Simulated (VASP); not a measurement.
# Nb (Fm-3m) in VASP: a series of runs

The runs below take Nb through single point, with PBE.

Everything below comes from runs of VASP 6.6.1. Logs are shortened: lines on timing, memory, paths and dates and some standing lists are left out, and cuts for length are marked.

**1. The cell of the first run**

The structure is cubic, space group Fm-3m (No. 225). Conventional cell: a = 4.230 Å, b = 4.230 Å, c = 4.230 Å, α = 90.00°, β = 90.00°, γ = 90.00°. Nb (site symmetry m-3m) has 12 Nb at 2.99 Å within 3.9 Å.

**2. Single point, PBE, non-collinear spin, zero start, spin-orbit coupling**

INCAR

```
PREC     = Accurate       # precision mode
ENCUT    = 520            # plane-wave cutoff, eV
EDIFF    = 1E-6           # SCF threshold, eV
ISMEAR   = -1             # smearing method
SIGMA    = 0.08           # smearing width, eV
LREAL    = False          # projectors in reciprocal space
LASPH    = True           # aspherical terms in the spheres
NELM     = 150            # most SCF steps
ALGO     = Normal         # electronic algorithm
ISIF     = 2              # what is computed and relaxed
LWAVE    = False          # write WAVECAR
LCHARG   = False          # write CHGCAR
MAGMOM   = 0 0 0          # initial moments
LORBIT   = 11             # projections on sites
LSORBIT  = True           # spin-orbit coupling
GGA_COMPAT= False        
LORBMOM  = True         
LMAXMIX  = 4              # l up to which the mixer works
GGA      = PE             # functional
NBANDS   = 24             # bands
```

KPOINTS

```
Automatic mesh
0
Gamma
  13 13 13
```

POSCAR

```
Nb
1.0
    0.0000000000      2.1150000000      2.1150000000
    2.1150000000      0.0000000000      2.1150000000
    2.1150000000      2.1150000000      0.0000000000
Nb
1
Direct
    0.0000000000      0.0000000000      0.0000000000
```

Potentials or basis: VASP PAW PBE potentials, release 64 (Nb_sv).

Command:

```sh
> cat potpaw_PBE.64/Nb_sv/POTCAR > POTCAR
> mpirun -np 1 vasp_ncl > vasp.out
```

OUTCAR:

```text
PREC = Accurate
   ENCUT = 520
   EDIFF = 1E-6
   ISMEAR = -1
   LREAL = False
   LASPH = True
   NELM = 150
   ISIF = 2
   LORBIT = 11
   LSORBIT = True
   GGA = PE

 ion  position               nearest neighbor table
   1  0.000  0.000  0.000-

  LATTYP: Found a face centered cubic cell.
 ALAT       =     4.2300000000

  Lattice vectors:

 A1 = (   0.0000000000,   2.1150000000,   2.1150000000)
 A2 = (   2.1150000000,   0.0000000000,   2.1150000000)
 A3 = (   2.1150000000,   2.1150000000,   0.0000000000)

Analysis of symmetry for initial positions (statically):
=====================================================================
 Subroutine PRICEL returns:
 Original cell was already a primitive cell.

 Routine SETGRP: Setting up the symmetry group for a
 face centered cubic supercell.

 Subroutine GETGRP returns: Found 48 space group operations
 (whereof 48 operations were pure point group operations)
 out of a pool of 48 trial point group operations.

The static configuration has the point symmetry O_h .

Analysis of symmetry for dynamics (positions and initial velocities):
=====================================================================
 Subroutine PRICEL returns:
 Original cell was already a primitive cell.

 Routine SETGRP: Setting up the symmetry group for a
 face centered cubic supercell.

 Subroutine GETGRP returns: Found 48 space group operations
 (whereof 48 operations were pure point group operations)
 out of a pool of 48 trial point group operations.

The dynamic configuration has the point symmetry O_h .

Analysis of structural, dynamic, and magnetic symmetry:
=====================================================================
 Subroutine PRICEL returns:
 Original cell was already a primitive cell.

 Routine SETGRP: Setting up the symmetry group for a
 face centered cubic supercell.

 Subroutine GETGRP returns: Found 48 space group operations
 (whereof 48 operations were pure point group operations)
 out of a pool of 48 trial point group operations.

The overall configuration has the point symmetry O_h .

 Subroutine INISYM returns: Found 48 space group operations
 (whereof 48 operations are pure point group operations),
 and found     1 'primitive' translations

----------------------------------------------------------------------------------------

                                     Primitive cell

  volume of cell :      18.9217

  direct lattice vectors                    reciprocal lattice vectors
     0.000000000  2.115000000  2.115000000    -0.236406619  0.236406619  0.236406619
     2.115000000  0.000000000  2.115000000     0.236406619 -0.236406619  0.236406619
     2.115000000  2.115000000  0.000000000     0.236406619  0.236406619 -0.236406619

  length of vectors
     2.991061684  2.991061684  2.991061684     0.409468276  0.409468276  0.409468276

  position of ions in fractional coordinates (direct lattice)
     0.000000000  0.000000000  0.000000000

  ion indices of the primitive-cell ions
   primitive index   ion index
                 1           1

----------------------------------------------------------------------------------------

 KPOINTS: Automatic mesh

Automatic generation of k-mesh.
 Grid dimensions read from file:
 generate k-points for:   13   13   13

 Generating k-lattice:

  Cartesian coordinates                     Fractional coordinates (reciprocal lattice)
    -0.018185125  0.018185125  0.018185125     0.076923077  0.000000000  0.000000000
     0.018185125 -0.018185125  0.018185125     0.000000000  0.076923077  0.000000000
     0.018185125  0.018185125 -0.018185125     0.000000000  0.000000000  0.076923077

  Length of vectors
     0.031497560  0.031497560  0.031497560

  Shift w.r.t. Gamma in fractional coordinates (k-lattice)
     0.000000000  0.000000000  0.000000000

 Subroutine IBZKPT returns following result:
 ===========================================

 Found     84 irreducible k-points:

 Following reciprocal coordinates:
[... 37 lines left out ...]
   ICHARG =      2    charge: 1-file 2-atom 10-const
   ISPIN  =      1    spin polarized calculation?
   LNONCOLLINEAR =      T non collinear calculations
   LSORBIT =      T    spin-orbit coupling
   LASPH  =      T    aspherical Exc in radial PAW
   ENCUT  =  520.0 eV  38.22 Ry    6.18 a.u.   5.56  5.56  5.56*2*pi/ulx,y,z
   NELM   =    150;   NELMIN=  2; NELMDL= -5     # of ELM steps
   EDIFF  = 0.1E-05   stopping-criterion for ELM
   LREAL  =      F    real-space projection
   EDIFFG = 0.1E-04   stopping-criterion for IOM
   NSW    =      0    number of steps for IOM
   IBRION =     -1    ionic relax: 0-MD 1-quasi-New 2-CG
   NFREE  =      0    steps in history (QN), initial steepest desc. (CG)
   ISIF   =      2    stress and relaxation
   ISYM   =      2    0-nonsym 1-usesym 2-fastsym
   POTIM  = 0.5000    time-step for ionic-motion
   TEBEG  =    0.0;   TEEND  =   0.0 temperature during run
   PSTRESS=    0.0 pullay stress
   NELECT =      13.0000    total number of electrons
   NUPDOWN=      -1.0000    fix difference up-down
   EMIN   =  10.00;   EMAX   =-10.00  energy-range for DOS
   EFERMI =   0.00;   METHOD = LEGACY
   ISMEAR =    -1;   SIGMA  =   0.08  broadening in eV -4-tet -1-fermi 0-gaus
   EFERMI_NEDOS =   21; number of points for ismear=-14 and -15
   IALGO  =     38    algorithm
   IMIX   =      4    mixing-type and parameters
     AMIX     =   0.40;   BMIX     =  1.00
     AMIX_MAG =   1.60;   BMIX_MAG =  1.00
  volume/ion in A,a.u.               =      18.92       127.69
  Fermi-wavevector in a.u.,A,eV,Ry     =   1.444560  2.729823 28.392005  2.086754
  Thomas-Fermi vector in A             =   2.562841
   LORBIT       =     11    0 simple, 1 ext, 2 COOP (PROOUT), +10 PAW based schemes
   GGA     = PE    functional components
   LHFCALC =     F    Hartree Fock is set to
   AEXX    =    0.0000 exact exchange contribution
   IVDW    =     0    specifies the selected vdW correction
   LEPSILON=     F    determine dielectric tensor
   LRPA    =     F    only Hartree local field effects (RPA)
  energy-cutoff  :      520.00
  volume of cell :       18.92
 maximum number of plane-waves:      1064
   NGX = 11   NGY = 11   NGZ = 11

 number of electron      13.0000000 magnetization       0.0000000      0.0000000      0.0000000

 number of electron      13.0000001 magnetization      -0.0000000      0.0000000      0.0000000

 number of electron      13.0000001 magnetization       0.0000000     -0.0000000     -0.0000000

 Free energy of the ion-electron system (eV)
  ---------------------------------------------------
  ext. energy  EPLUGINS =         0.00000000
  ---------------------------------------------------
  free energy    TOTEN  =        -9.99776796 eV

  energy without entropy =       -9.96481702  energy(sigma->0) =       -9.98129249

 E-fermi :  10.8336     XC(G=0): -12.2508

 val. band max:       10.8179093611   @ k =   0.4615   0.1538   0.0000
 cond. band min:      10.8369422026   @ k =   0.3846   0.2308   0.0000
 fundamental gap:      0.0190328415
 Fermi energy:        10.8336489674

 k-point     1 :       0.0000    0.0000    0.0000
  band No.  band energies     occupation
      1     -43.9521      1.00000
      2     -43.9521      1.00000
      3     -20.7897      1.00000
      4     -20.7897      1.00000
      5     -18.6548      1.00000
      6     -18.6548      1.00000
[... 637 lines left out ...]
     23      24.3234      0.00000
     24      24.3234      0.00000

 [... further k-points ...]
[... 5 lines left out ...]
  --------------------------------------------------------------------------------------
  -------------------------------------------------------------------------------------
  Total       -0.1685529     -0.1685529     -0.1685529      0.0000000     -0.0000000      0.0000000
  in kB      -14.2720244    -14.2720244    -14.2720244      0.0000000     -0.0000000      0.0000000
  external PRESSURE =     -14.2720244 kB  Pullay stress =       0.0000000 kB

 VOLUME and BASIS-vectors are now :
 -----------------------------------------------------------------------------
  energy-cutoff  :      520.00
  volume of cell :       18.92
      direct lattice vectors                 reciprocal lattice vectors
     0.000000000  2.115000000  2.115000000    -0.236406619  0.236406619  0.236406619
     2.115000000  0.000000000  2.115000000     0.236406619 -0.236406619  0.236406619
     2.115000000  2.115000000  0.000000000     0.236406619  0.236406619 -0.236406619

 POSITION                                       TOTAL-FORCE (eV/Angst)
 -----------------------------------------------------------------------------------
      0.00000      0.00000      0.00000         0.000000      0.000000      0.000000
 -----------------------------------------------------------------------------------
    total drift:                               -0.000000     -0.000000     -0.000000

  FREE ENERGIE OF THE ION-ELECTRON SYSTEM (eV)
  ---------------------------------------------------
  free  energy   TOTEN  =        -9.9977679561 eV

  energy  without entropy=       -9.9648170241  energy(sigma->0) =       -9.98129249

 orbital moment (x)

 # of ion     p       d       tot
 ----------------------------------------
  1         0.000  -0.000  -0.000
 ----------------------------------------
            0.000  -0.000  -0.000

 orbital moment (y)

 # of ion     p       d       tot
 ----------------------------------------
  1         0.000  -0.000  -0.000
 ----------------------------------------
            0.000  -0.000  -0.000

 orbital moment (z)

 # of ion     p       d       tot
 ----------------------------------------
  1         0.000   0.000   0.000
 ----------------------------------------
            0.000   0.000   0.000

 Spin-Orbit-Coupling matrix elements

 Ion:    1  E_soc:     -0.1783121
 l=   1
     0.0000000    -0.0268437    -0.0268437
    -0.0268437     0.0000000    -0.0268437
    -0.0268437    -0.0268437     0.0000000
 l=   2
     0.0000000    -0.0007140     0.0000000    -0.0007140    -0.0021610
    -0.0007140     0.0000000    -0.0016207    -0.0007140    -0.0005402
     0.0000000    -0.0016207     0.0000000    -0.0016207     0.0000000
    -0.0007140    -0.0007140    -0.0016207     0.0000000    -0.0005402
    -0.0021610    -0.0005402     0.0000000    -0.0005402     0.0000000
 l=   3
     0.0000000     0.0000000     0.0000000     0.0000000     0.0000000     0.0000000     0.0000000
     0.0000000     0.0000000     0.0000000     0.0000000     0.0000000     0.0000000     0.0000000
     0.0000000     0.0000000     0.0000000     0.0000000     0.0000000     0.0000000     0.0000000
     0.0000000     0.0000000     0.0000000     0.0000000     0.0000000     0.0000000     0.0000000
     0.0000000     0.0000000     0.0000000     0.0000000     0.0000000     0.0000000     0.0000000
     0.0000000     0.0000000     0.0000000     0.0000000     0.0000000     0.0000000     0.0000000
     0.0000000     0.0000000     0.0000000     0.0000000     0.0000000     0.0000000     0.0000000

 total charge

# of ion       s       p       d       tot
------------------------------------------
    1        2.223   6.004   2.405  10.632

 magnetization (x)

# of ion       s       p       d       tot
------------------------------------------
    1        0.000   0.000   0.000   0.000

 magnetization (y)

# of ion       s       p       d       tot
------------------------------------------
    1       -0.000  -0.000   0.000  -0.000

 magnetization (z)

# of ion       s       p       d       tot
------------------------------------------
    1        0.000   0.000   0.000   0.000
```

Run time: 71 s. Hardware: 1 thread of Intel Xeon 6975P-C, shared host; peak memory 0.23 GiB.

Results:

* Free energy: -9.9978 eV
* Pressure: -1.4 GPa
* Net moment: 0.00 μB per cell
* Valence electrons inside the program's atomic spheres: Nb 10.63

Moments on the atoms (μB; x, y, z):
```
Nb  0.00 0.00 0.00
```

**3. Single point, PBE (volume scaled by 0.95)**

INCAR

```
SYSTEM = Nb
  PREC = Accurate
  ENCUT = 520
  EDIFF = 1E-7
  ISMEAR = -1
  SIGMA = 0.08
  LREAL = .FALSE.
  LASPH = .TRUE.
  NELM = 100
  ALGO = Normal
  ISIF = 2
  LWAVE = .FALSE.
  LCHARG = .FALSE.
  GGA = PE
  NBANDS = 12
```

KPOINTS

```
regular mesh
0
G
  13 13 13
  0 0 0
```

POSCAR

```
Nb
1.0
    0.0000000000      2.0791456158      2.0791456158
    2.0791456158      0.0000000000      2.0791456158
    2.0791456158      2.0791456158      0.0000000000
Nb
1
Direct
    0.0000000000      0.0000000000      0.0000000000
```

Potentials or basis: VASP PAW PBE potentials, release 64 (Nb_sv).

Command:

```sh
> cat potpaw_PBE.64/Nb_sv/POTCAR > POTCAR
> mpirun -np 1 vasp_std > vasp.out
```

It took 12 s on 1 thread of Intel Xeon Platinum 8259CL at 2.50GHz (Skylake/Cascade Lake), shared host; peak memory 0.14 GiB.

The run converged. Its results:

* Free energy: -9.8907 eV
* Pressure: 7.6 GPa

Levels at points of the mesh, in eV from the Fermi level:
| k point | band 4 | band 5 | band 6 | band 7 | band 8 | band 9 |
| --- | --- | --- | --- | --- | --- | --- |
| (0.00, 0.00, 0.00) | -30.04 | -6.32 | 0.09 | 0.09 | 0.09 | 2.84 |
